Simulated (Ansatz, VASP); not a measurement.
Given: the input of a run of VASP 6.6.1 on SiC.

Contents of POSCAR:

```
SiC
1.0
    3.1363290418      0.0000000000      0.0000000000
   -1.5681645209      2.7161406248      0.0000000000
    0.0000000000      0.0000000000      5.1470055276
Si C
2 2
Direct
    0.6666666667      0.3333333333      0.5000000000
    0.3333333333      0.6666666667      0.0000000000
    0.6666666667      0.3333333333      0.8850000000
    0.3333333333      0.6666666667      0.3850000000
```

File INCAR.step1:

```
SYSTEM = SiC
ALGO = Normal
EDIFF = 1E-4
ENCUT = 520
GGA = PE
ISMEAR = -1
LASPH = .TRUE.
LCHARG = .FALSE.
LREAL = .FALSE.
LWAVE = .TRUE.
NBANDS = 16
NELM = 80
PREC = Accurate
SIGMA = 0.05
```

Contents of INCAR.step2:

```
SYSTEM = SiC
ALGO = Normal
EDIFF = 1E-7
ENCUT = 520
ISIF = 2
ISMEAR = -1
ISTART = 1
IVDW = 13
LASPH = .TRUE.
LCHARG = .FALSE.
LMIXTAU = .TRUE.
LREAL = .FALSE.
LWAVE = .FALSE.
METAGGA = R2SCAN
NBANDS = 16
NELM = 80
PREC = Accurate
SIGMA = 0.05
VDW_A1 = 0.51559235
VDW_A2 = 5.77342911
VDW_S6 = 1.0
VDW_S8 = 0.6018749
```

Contents of KPOINTS:

```
k-points
0
G
  10 10 5
  0 0 0
```

Potentials or basis: VASP PAW PBE potentials, release 64 (Si, C).

Launch:

```console
$ cat potpaw_PBE.64/Si/POTCAR potpaw_PBE.64/C/POTCAR > POTCAR
$ cp INCAR.step1 INCAR
$ mpirun -np 1 vasp_std > vasp.out
$ cp INCAR.step2 INCAR
$ mpirun -np 1 vasp_std > vasp.out
```

Task: Set up the same calculation for Ansatz 0.2.0. Potentials there: Ansatz PAW.

Result: As run (the cutoff follows the program's own potentials):

Contents of input.yaml:

```yaml
crystal:
  lattice:
    - [3.1363290418, 0.0, 0.0]
    - [-1.5681645209, 2.7161406248, 0.0]
    - [0.0, 0.0, 5.1470055276]
  atoms:
    - { symbol: Si, position: [0.6666666667, 0.3333333333, 0.5] }
    - { symbol: Si, position: [0.3333333333, 0.6666666667, 0.0] }
    - { symbol: C, position: [0.6666666667, 0.3333333333, 0.885] }
    - { symbol: C, position: [0.3333333333, 0.6666666667, 0.385] }
hamiltonian:
  xc: r2scan
  pseudopotentials: { kind: paw }
  dispersion: d4
kpoints:
  mp_grid: { grid: [10, 10, 5] }
scf:
  occupations: { method: fermi_dirac, width: 0.05 }
output:
  forces: true
  stress: true
  eigenvalues: true
```

Potentials or basis: Ansatz PAW.

The run is started by

```sh
$ ansatz run input.yaml --threads 2 --pin off --max-ram 5120MiB --backend cpu --events-out ev --progress --plain --runs-dir out
```

Both were run:

|  | VASP | Ansatz | Ansatz less VASP |
| --- | --- | --- | --- |
| gap on the k mesh at the Fermi level (eV) | 2.89 | 2.89 | -0.006 |
| least direct gap on the mesh (eV) | 4.45 | 4.44 | -0.007 |
| pressure (GPa) | -13.1 | -13.0 | +0.14 |
| traceless stress, the component that is largest in VASP (GPa) | -1.20 | -1.23 | -0.027 |
| rms of the force components (eV/Å) | 0.390 | 0.390 | 0.0000 |

VASP's potentials were made for PBE, not for r2SCAN. Atom by atom the forces differ by 0.000 eV/Å (rms over components).

Noted on Ansatz's run: odd divisions of the mesh miss points on the zone boundary, where band edges often lie, so the gap on the mesh can be too wide.
